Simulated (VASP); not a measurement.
A run of VASP 6.6.1 is set up as follows.

Contents of INCAR:

```
SYSTEM = CuO
PREC = Accurate ; ENCUT = 600
EDIFF = 1E-7 ; ISMEAR = -1
SIGMA = 0.05 ; LREAL = .FALSE.
LASPH = .TRUE. ; NELM = 60
ALGO = Normal ; ISIF = 3
LWAVE = .FALSE. ; LCHARG = .FALSE.
GGA = PS ; IBRION = 2
NSW = 80 ; EDIFFG = -0.02
PSTRESS = 100.0
```

The input KPOINTS:

```
Automatic mesh
0
G
  9 9 5
  0 0 0
```

Contents of POSCAR:

```
CuO
1.0
    2.8795009639      0.0000000000      0.0000000000
    0.0390727580      2.8792794796      0.0000000000
    0.0174953863      0.0172449008      5.1763391994
Cu O
2 2
Direct
    0.0000000000      0.5000000000      0.0000000000
    0.5000000000      0.0000000000      0.5000000000
    0.9984239700      0.0016717800      0.7498871000
    0.0015760300      0.9983282200      0.2501129000
```

Potentials or basis: VASP PAW PBE potentials, release 64 (Cu, O).

Launch:

```sh
$ cat potpaw_PBE.64/Cu/POTCAR potpaw_PBE.64/O/POTCAR > POTCAR
$ mpirun -np 1 vasp_std > vasp.out
```

Estimate the relaxed volume.

10.08 Å³/atom.

Predict the band gap on the k mesh.

zero (bands 17 and 18 overlap by 1.01 eV).

Final structure:
```
CELL_PARAMETERS angstrom
2.81390 -0.00030 0.00047
0.03788 2.81281 0.00081
0.01793 0.01829 5.09545
ATOMIC_POSITIONS crystal
Cu 0.00000 0.50000 0.00000
Cu 0.50000 0.00000 0.50000
O 0.99847 0.00156 0.75008
O 0.00153 0.99844 0.24992
```

Caveat: the cell is relaxed towards a set pressure, so the run minimises the enthalpy, not the energy; the PAW data sets were made with another functional, which shifts forces and pressure a little; semilocal functionals often make such compounds metallic where correlation or magnetic order opens a gap, which also shifts bond lengths. With open d or f shells a metallic result of PBEsol can be an artefact of self-interaction; +U or a hybrid may open a gap.
